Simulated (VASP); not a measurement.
# TaN in VASP: further runs

The runs below take TaN through single point, with PBEsol, PBEsol+U, r2SCAN.

Everything below comes from runs of VASP 6.6.1. Logs are shortened: lines on timing, memory, paths and dates and some standing lists are left out, and cuts for length are marked.

## Step 1: The cell of the first run

Symmetry: P-6m2, No. 187, hexagonal system. The conventional cell has a = 2.938 Å, b = 2.938 Å, c = 2.883 Å, α = 90.00°, β = 90.00°, γ = 120.00°. Ta (site symmetry -6m2) has 6 N at 2.23 Å and 2 Ta at 2.88 Å within 2.9 Å. Within 2.9 Å of N (site symmetry -6m2) lie 6 Ta at 2.23 Å and 2 N at 2.88 Å.

## Step 2: Single point, PBEsol

INCAR reads:

```
PREC     = Accurate       # precision mode
ENCUT    = 520            # plane-wave cutoff, eV
EDIFF    = 1E-7           # SCF threshold, eV
ISMEAR   = -1             # smearing method
SIGMA    = 0.05           # smearing width, eV
LREAL    = False          # projectors in reciprocal space
LASPH    = True           # aspherical terms in the spheres
NELM     = 80             # most SCF steps
ALGO     = Normal         # electronic algorithm
ISIF     = 2              # what is computed and relaxed
LWAVE    = False          # write WAVECAR
LCHARG   = False          # write CHGCAR
GGA      = PS             # functional
NBANDS   = 15             # bands
```

KPOINTS reads:

```
regular mesh
0
Gamma
  8 8 7
```

POSCAR reads:

```
TaN
1.0
    2.9380000000      0.0000000000      0.0000000000
   -1.4690000000      2.5443826363      0.0000000000
    0.0000000000      0.0000000000      2.8830000000
Ta N
1 1
Direct
    0.0000000000      0.0000000000      0.5000000000
    0.6666666667      0.3333333333      0.0000000000
```

Potentials or basis: VASP PAW PBE potentials, release 64 (Ta_pv, N).

Started as:

```console
$ cat potpaw_PBE.64/Ta_pv/POTCAR potpaw_PBE.64/N/POTCAR > POTCAR
$ mpirun -np 1 vasp_std > vasp.out
```

OUTCAR:

```text
PREC = Accurate
   ENCUT = 520
   EDIFF = 1E-7
   ISMEAR = -1
   LREAL = False
   LASPH = True
   NELM = 80
   ISIF = 2
   GGA = PS

 ion  position               nearest neighbor table
   1  0.000  0.000  0.500-   2 2.23   2 2.23   2 2.23   2 2.23   2 2.23   2 2.23
   2  0.667  0.333  0.000-   1 2.23   1 2.23   1 2.23   1 2.23   1 2.23   1 2.23

  LATTYP: Found a hexagonal cell.
 ALAT       =     2.9380000000
 C/A-ratio  =     0.9812797822

  Lattice vectors:

 A1 = (   2.9380000000,   0.0000000000,   0.0000000000)
 A2 = (  -1.4690000000,   2.5443826363,   0.0000000000)
 A3 = (   0.0000000000,   0.0000000000,   2.8830000000)

Analysis of symmetry for initial positions (statically):
=====================================================================
 Subroutine PRICEL returns:
 Original cell was already a primitive cell.

 Routine SETGRP: Setting up the symmetry group for a
 hexagonal supercell.

 Subroutine GETGRP returns: Found 12 space group operations
 (whereof 12 operations were pure point group operations)
 out of a pool of 24 trial point group operations.

The static configuration has the point symmetry D_3h.

Analysis of symmetry for dynamics (positions and initial velocities):
=====================================================================
 Subroutine PRICEL returns:
 Original cell was already a primitive cell.

 Routine SETGRP: Setting up the symmetry group for a
 hexagonal supercell.

 Subroutine GETGRP returns: Found 12 space group operations
 (whereof 12 operations were pure point group operations)
 out of a pool of 24 trial point group operations.

The dynamic configuration has the point symmetry D_3h.

 Subroutine INISYM returns: Found 12 space group operations
 (whereof 12 operations are pure point group operations),
 and found     1 'primitive' translations

----------------------------------------------------------------------------------------

                                     Primitive cell

  volume of cell :      21.5516

  direct lattice vectors                    reciprocal lattice vectors
     2.938000000  0.000000000  0.000000000     0.340367597  0.196511324  0.000000000
    -1.469000000  2.544382636  0.000000000     0.000000000  0.393022648  0.000000000
     0.000000000  0.000000000  2.883000000     0.000000000  0.000000000  0.346860909

  length of vectors
     2.938000000  2.938000000  2.883000000     0.393022648  0.393022648  0.346860909

  position of ions in fractional coordinates (direct lattice)
     0.000000000  0.000000000  0.500000000
     0.666666667  0.333333333  0.000000000

  ion indices of the primitive-cell ions
   primitive index   ion index
                 1           1
                 2           2

----------------------------------------------------------------------------------------

 KPOINTS: regular mesh

Automatic generation of k-mesh.
 Grid dimensions read from file:
 generate k-points for:    8    8    7

 Generating k-lattice:

  Cartesian coordinates                     Fractional coordinates (reciprocal lattice)
     0.042545950  0.024563915  0.000000000     0.125000000  0.000000000  0.000000000
     0.000000000  0.049127831  0.000000000     0.000000000  0.125000000  0.000000000
     0.000000000  0.000000000  0.049551558     0.000000000  0.000000000  0.142857143

  Length of vectors
     0.049127831  0.049127831  0.049551558

  Shift w.r.t. Gamma in fractional coordinates (k-lattice)
     0.000000000  0.000000000  0.000000000

 Subroutine IBZKPT returns following result:
 ===========================================

 Found     40 irreducible k-points:

 Following reciprocal coordinates:
            Coordinates               Weight
  0.000000  0.000000  0.000000      1.000000
  0.125000  0.000000  0.000000      6.000000
  0.250000  0.000000  0.000000      6.000000
  0.375000 -0.000000  0.000000      6.000000
  0.500000  0.000000  0.000000      3.000000
  0.125000  0.125000  0.000000      6.000000
[... 16 lines left out ...]
  0.250000  0.000000  0.285714     12.000000
  0.375000 -0.000000  0.285714     12.000000
 [... further k-points ...]
   k-points           NKPTS =     40   k-points in BZ     NKDIM =     40   number of bands    NBANDS=     15
   number of dos      NEDOS =    301   number of ions     NIONS =      2
   total plane-waves  NPLWV =  13824
   dimension x,y,z NGX =    24 NGY =   24 NGZ =   24
   dimension x,y,z NGXF=    48 NGYF=   48 NGZF=   48
   ions per type =               1   1
   NGX,Y,Z   is equivalent  to a cutoff of  13.58, 13.58, 13.84 a.u.
   NGXF,Y,Z  is equivalent  to a cutoff of  27.16, 27.16, 27.68 a.u.
 SYSTEM =  unknown system
   PREC   = accura    normal or accurate (medium, high low for compatibility)
   ISTART =      0    job   : 0-new  1-cont  2-samecut
   ICHARG =      2    charge: 1-file 2-atom 10-const
   ISPIN  =      1    spin polarized calculation?
   LNONCOLLINEAR =      F non collinear calculations
   LSORBIT =      F    spin-orbit coupling
   LASPH  =      T    aspherical Exc in radial PAW
   ENCUT  =  520.0 eV  38.22 Ry    6.18 a.u.   5.46  5.46  5.36*2*pi/ulx,y,z
   NELM   =     80;   NELMIN=  2; NELMDL= -5     # of ELM steps
   EDIFF  = 0.1E-06   stopping-criterion for ELM
   LREAL  =      F    real-space projection
   EDIFFG = 0.1E-05   stopping-criterion for IOM
   NSW    =      0    number of steps for IOM
   IBRION =     -1    ionic relax: 0-MD 1-quasi-New 2-CG
   NFREE  =      0    steps in history (QN), initial steepest desc. (CG)
   ISIF   =      2    stress and relaxation
   ISYM   =      2    0-nonsym 1-usesym 2-fastsym
   POTIM  = 0.5000    time-step for ionic-motion
   TEBEG  =    0.0;   TEEND  =   0.0 temperature during run
   PSTRESS=    0.0 pullay stress
   NELECT =      16.0000    total number of electrons
   NUPDOWN=      -1.0000    fix difference up-down
   EMIN   =  10.00;   EMAX   =-10.00  energy-range for DOS
   EFERMI =   0.00;   METHOD = LEGACY
   ISMEAR =    -1;   SIGMA  =   0.05  broadening in eV -4-tet -1-fermi 0-gaus
   EFERMI_NEDOS =   21; number of points for ismear=-14 and -15
   IALGO  =     38    algorithm
   IMIX   =      4    mixing-type and parameters
     AMIX     =   0.40;   BMIX     =  1.00
     AMIX_MAG =   1.60;   BMIX_MAG =  1.00
  volume/ion in A,a.u.               =      10.78        72.72
  Fermi-wavevector in a.u.,A,eV,Ry     =   1.482365  2.801264 29.897531  2.197407
  Thomas-Fermi vector in A             =   2.596160
   LORBIT       =      0    0 simple, 1 ext, 2 COOP (PROOUT), +10 PAW based schemes
   GGA     = PS    functional components
   LHFCALC =     F    Hartree Fock is set to
   AEXX    =    0.0000 exact exchange contribution
   IVDW    =     0    specifies the selected vdW correction
   LEPSILON=     F    determine dielectric tensor
   LRPA    =     F    only Hartree local field effects (RPA)
 non-spin polarized calculation
  energy-cutoff  :      520.00
  volume of cell :       21.55
 maximum number of plane-waves:       605
 NGX is ok and might be reduce to    24
   NGX = 11   NGY = 11   NGZ = 11

 number of electron      16.0000001 magnetization

 Free energy of the ion-electron system (eV)
  ---------------------------------------------------
  ext. energy  EPLUGINS =         0.00000000
  ---------------------------------------------------
  free energy    TOTEN  =       -23.80202954 eV

  energy without entropy =      -23.80175932  energy(sigma->0) =      -23.80189443

 E-fermi :   8.1935     XC(G=0): -13.5052

 val. band max:        8.0286184989   @ k =   0.0000   0.0000   0.4286
 cond. band min:       8.3274147382   @ k =   0.0000   0.0000   0.2857
 fundamental gap:      0.2987962393
 Fermi energy:         8.1934887614

 k-point     1 :       0.0000    0.0000    0.0000
  band No.  band energies     occupation
      1     -26.6890      2.00000
      2     -26.4184      2.00000
      3     -26.4184      2.00000
      4      -9.6456      2.00000
      5       3.5293      2.00000
      6       3.5293      2.00000
      7       3.8659      2.00000
      8       5.1816      2.00000
      9      10.3061      0.00000
     10      11.6911      0.00000
     11      11.6911      0.00000
     12      12.0710      0.00000
     13      12.0710      0.00000
     14      21.0988      0.00000
     15      21.5304      0.00000

 k-point     2 :       0.1250    0.0000    0.0000
  band No.  band energies     occupation
      1     -26.6681      2.00000
      2     -26.5824      2.00000
      3     -26.4535      2.00000
      4      -9.3268      2.00000
      5       2.6700      2.00000
      6       3.7672      2.00000
      7       4.2820      2.00000
      8       4.7435      2.00000
      9      10.9941      0.00000
     10      11.4587      0.00000
     11      11.7510      0.00000
     12      11.9103      0.00000
     13      12.4661      0.00000
     14      21.0649      0.00000
     15      21.5110      0.00000

 k-point     3 :       0.2500    0.0000    0.0000
  band No.  band energies     occupation
      1     -26.9606      2.00000
      2     -26.6172      2.00000
      3     -26.5372      2.00000
      4      -8.5368      2.00000
      5       1.2453      2.00000
      6       3.8721      2.00000
      7       4.3043      2.00000
      8       4.9624      2.00000
      9      10.2535      0.00000
     10      11.5455      0.00000
     11      12.1063      0.00000
     12      13.0694      0.00000
     13      13.3653      0.00000
     14      21.1948      0.00000
     15      21.5148      0.00000
[... 343 lines left out ...]
 k-point    23 :       0.2500    0.0000    0.2857
  band No.  band energies     occupation
      1     -27.1682      2.00000
      2     -26.8759      2.00000
      3     -26.4819      2.00000
      4      -7.7672      2.00000
      5       0.9156      2.00000
      6       2.6880      2.00000
      7       3.6820      2.00000
      8       6.4628      2.00000
      9       9.8784      0.00000
     10      10.4134      0.00000
     11      12.3979      0.00000
     12      13.8558      0.00000
     13      15.9103      0.00000
     14      20.8251      0.00000
     15      21.4802      0.00000

 k-point    24 :       0.3750   -0.0000    0.2857
  band No.  band energies     occupation
      1     -27.2227      2.00000
      2     -27.0804      2.00000
      3     -26.5606      2.00000
      4      -7.5310      2.00000
      5       0.3393      2.00000
      6       2.5997      2.00000
      7       3.3416      2.00000
      8       6.6386      2.00000
      9      10.7449      0.00000
     10      11.6124      0.00000
     11      13.0812      0.00000
     12      14.3923      0.00000
     13      17.2698      0.00000
     14      20.7113      0.00000
     15      21.4741      0.00000

 [... further k-points ...]
[... 5 lines left out ...]
  --------------------------------------------------------------------------------------
  -------------------------------------------------------------------------------------
  Total       -0.5226148     -0.5226148     -0.5996115      0.0000000      0.0000000      0.0000000
  in kB      -38.8520048    -38.8520048    -44.5760595      0.0000000      0.0000000      0.0000000
  external PRESSURE =     -40.7600230 kB  Pullay stress =       0.0000000 kB

 VOLUME and BASIS-vectors are now :
 -----------------------------------------------------------------------------
  energy-cutoff  :      520.00
  volume of cell :       21.55
      direct lattice vectors                 reciprocal lattice vectors
     2.938000000  0.000000000  0.000000000     0.340367597  0.196511324  0.000000000
    -1.469000000  2.544382636  0.000000000     0.000000000  0.393022648  0.000000000
     0.000000000  0.000000000  2.883000000     0.000000000  0.000000000  0.346860909

 POSITION                                       TOTAL-FORCE (eV/Angst)
 -----------------------------------------------------------------------------------
      0.00000      0.00000      1.44150        -0.000000      0.000000      0.000000
      1.46900      0.84813      0.00000         0.000000     -0.000000      0.000000
 -----------------------------------------------------------------------------------
    total drift:                               -0.000000      0.000000      0.000000

  FREE ENERGIE OF THE ION-ELECTRON SYSTEM (eV)
  ---------------------------------------------------
  free  energy   TOTEN  =       -23.8020295392 eV

  energy  without entropy=      -23.8017593166  energy(sigma->0) =      -23.80189443
```

Wall time 10 s (1 thread of Intel Xeon 6975P-C (Granite Rapids), shared host); peak memory 0.14 GiB.

Results:

| Item | Value |
| --- | --- |
| Free energy | -23.8020 eV |
| Pressure | -4.1 GPa |
| Band gap on the k mesh | zero (band 8 reaches 8.33 eV, above the bottom of band 9 at 8.03 eV) |

Stress tensor (GPa, compression positive):
```
-3.89  0.00  0.00
 0.00 -3.89  0.00
 0.00  0.00 -4.46
```

Levels at points of the mesh, in eV from the Fermi level:
```csv
k point,band 6,band 7,band 8,band 9,band 10,band 11
"(0.00, 0.00, 0.00)",-4.66,-4.33,-3.01,2.11,3.50,3.50
"(0.50, 0.00, 0.00)",-5.30,-3.60,-3.27,2.88,3.94,5.11
```

Caveat: the PAW data sets were made with another functional, which shifts forces and pressure a little; spin-orbit coupling is left out, which moves the levels of the heavy elements.

(Part 1 of 2 ends here.)
